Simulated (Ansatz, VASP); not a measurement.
**BeTe in VASP and in Ansatz**

File INCAR:

```
SYSTEM = BeTe
ALGO = Normal
EDIFF = 1E-6
ENCUT = 600
GGA = PE
GGA_COMPAT = .FALSE.
ISIF = 2
ISMEAR = 0
LASPH = .TRUE.
LCHARG = .TRUE.
LELF = .TRUE.
LREAL = .FALSE.
LVHAR = .TRUE.
LWAVE = .FALSE.
NBANDS = 11
NELM = 120
PREC = Accurate
SIGMA = 0.02
```

The input KPOINTS:

```
k-points
0
G
  8 8 8
  0 0 0
```

POSCAR

```
BeTe
1.0
    0.0000000000      2.8321709585      2.8321709585
    2.8321709585      0.0000000000      2.8321709585
    2.8321709585      2.8321709585      0.0000000000
Be Te
1 1
Direct
    0.0000000000      0.0000000000      0.0000000000
    0.2500000000      0.2500000000      0.2500000000
```

Input for Ansatz:

```yaml
crystal:
  lattice:
    - [0.0, 2.8321709585, 2.8321709585]
    - [2.8321709585, 0.0, 2.8321709585]
    - [2.8321709585, 2.8321709585, 0.0]
  atoms:
    - { symbol: Be, position: [0.0, 0.0, 0.0] }
    - { symbol: Te, position: [0.25, 0.25, 0.25] }
basis:
  ecutwfc: 420
kpoints:
  mp_grid: { grid: [8, 8, 8] }
  band_path:
    path:
      - [[0.0, 0.0, 0.0], [-0.5, -0.5, 0.0], [-0.375, -0.375, 0.25]]
      - [[-0.375, 0.0, 0.375], [0.0, 0.0, 0.0], [0.0, 0.0, 0.5], [-0.5, -0.25, 0.25], [-0.5, -0.5, 0.0]]
    npoints: 10
hamiltonian:
  xc: pbe
  pseudopotentials: { kind: paw }
scf:
  occupations: { method: gaussian, width: 0.02 }
  n_extra_bands: 7
output:
  forces: true
  stress: true
  eigenvalues: true
```

Alike in both runs: task single point; functional PBE; k mesh 8 × 8 × 8; occupations gaussian, width 0.02 eV; no spin polarisation.

|  | VASP | Ansatz |
| --- | --- | --- |
| version | VASP 6.6.1 | Ansatz 0.2.0 |
| potentials or method | VASP PAW PBE potentials, release 64 (Be, Te), cutoff 600 eV | scalar-relativistic, plane waves, PAW |
| valence electrons in the cell | 8 | 18 |

VASP gave:

* gap on the k mesh at the Fermi level (eV): 2.02
* least direct gap on the mesh (eV): 3.62
* pressure (GPa): 0.1

Q: What did Ansatz give for the same quantities?

A: gap on the k mesh at the Fermi level (eV): 2.03; least direct gap on the mesh (eV): 3.64; pressure (GPa): 0.0.

With one functional, cell and mesh, what is left measures potentials, basis and numerics. VASP's potentials hold 8 valence electrons a cell and Ansatz's 18, so a difference there can come from the potentials and not from the codes.

Neither program's run includes spin-orbit coupling.
